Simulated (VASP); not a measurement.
## GaN: single point with PBE

The system is GaN.

```
Ga N
1.0
     6.43724    0.00000    0.00000
    -3.21862    5.57482    0.00000
     0.00000    0.00000    5.24353
Ga N
8 8
Direct
  0.33333 0.16667 0.49914
  0.16667 0.33333 0.99914
  0.33333 0.66667 0.49914
  0.16667 0.83333 0.99914
  0.83333 0.16667 0.49914
  0.66667 0.33333 0.99914
  0.83333 0.66667 0.49914
  0.66667 0.83333 0.99914
  0.33333 0.16667 0.87586
  0.16667 0.33333 0.37586
  0.33333 0.66667 0.87586
  0.16667 0.83333 0.37586
  0.83333 0.16667 0.87586
  0.66667 0.33333 0.37586
  0.83333 0.66667 0.87586
  0.66667 0.83333 0.37586
```

```yaml
Program: VASP 6.6.1
Task: single point
Functional: PBE
Potentials_or_basis: VASP PAW PBE potentials, release 64 (Ga_d, N)
Cutoff: 600 eV
k_mesh: 2 × 2 × 3
Occupations: fermi-dirac, width 0.01 eV
Spin: no spin polarisation
```

```yaml
Pressure: -0.2 GPa
Band_gap_on_the_k_mesh: 1.70 eV
```

Forces in eV/Å, atoms in the order of the input:
```
Ga   0.000  0.000  0.003
Ga   0.000  0.000  0.003
Ga   0.000  0.000  0.003
Ga   0.000  0.000  0.003
Ga   0.000  0.000  0.003
Ga   0.000  0.000  0.003
Ga   0.000  0.000  0.003
Ga   0.000  0.000  0.003
N    0.000  0.000 -0.003
N    0.000  0.000 -0.003
N    0.000  0.000 -0.003
N    0.000  0.000 -0.003
N    0.000  0.000 -0.003
N    0.000  0.000 -0.003
N    0.000  0.000 -0.003
N    0.000  0.000 -0.003
```

Stress tensor (GPa, compression positive):
```
 0.00  0.00  0.00
 0.00  0.00  0.00
 0.00  0.00 -0.48
```

Levels at points of the mesh, in eV from the valence-band top:
```
           k point  band 68  band 69  band 70  band 71  band 72  band 73  band 74  band 75  band 76  band 77
(0.00, 0.00, 0.00)    -0.96    -0.96    -0.04     0.00     0.00     1.70     4.04     4.96     4.96     4.96
(0.50, 0.00, 0.00)    -1.84    -0.69    -0.69    -0.48    -0.48     4.10     4.10     5.73     5.73     5.74
```

Run time: 3.6 min on 1 thread of Intel(R) Xeon(R) Platinum 8259CL CPU @ 2.50GHz (Skylake/Cascade Lake), with other jobs on the host, peak memory 0.35 GiB.

Caveat: the k points lie up to 0.56 Å⁻¹ apart.
